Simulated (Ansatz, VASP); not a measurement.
ZrB2: VASP beside Ansatz

```
CELL_PARAMETERS angstrom
3.17000 0.00000 0.00000
-1.58500 2.74530 0.00000
0.00000 0.00000 3.53300
ATOMIC_POSITIONS crystal
Zr 0.00000 0.00000 0.00000
B 0.66667 0.33333 0.50000
B 0.33333 0.66667 0.50000
```

Alike in both runs: task relaxation of cell and atoms; functional r2SCAN; k mesh 10 × 10 × 8; occupations fermi-dirac, width 0.05 eV; no spin polarisation; Hubbard terms Zr d U = 6.0 eV.

|  | VASP | Ansatz |
| --- | --- | --- |
| version | VASP 6.6.1 | Ansatz 0.2.0 |
| potentials or method | VASP PAW PBE potentials, release 64 (Zr_sv, B) | Ansatz PAW |
| plane-wave cutoff (eV) | 600 | 500 |
| valence electrons in the cell | 18 | 18 |

VASP gave:

* gap on the k mesh at the Fermi level, each at its own relaxed structure (eV): none
* relaxed volume (Å³/atom): 10.88
* relaxed cell length with the largest relative difference (Å): 3.213

Q: What did Ansatz give for the same quantities?

A: gap on the k mesh at the Fermi level, each at its own relaxed structure (eV): none; relaxed volume (Å³/atom): 10.56; relaxed cell length with the largest relative difference (Å): 3.177.

VASP's potentials were made for PBE, not for r2SCAN. The programs project onto different local orbitals, so the same U acts differently, and such runs can settle in different states. A gap of «none» marks a metal or a gap that the smearing closes.

Noted on Ansatz's run: the plane-wave basis is chosen anew once the cell has moved, so the energies of steps on either side of that aren't comparable.
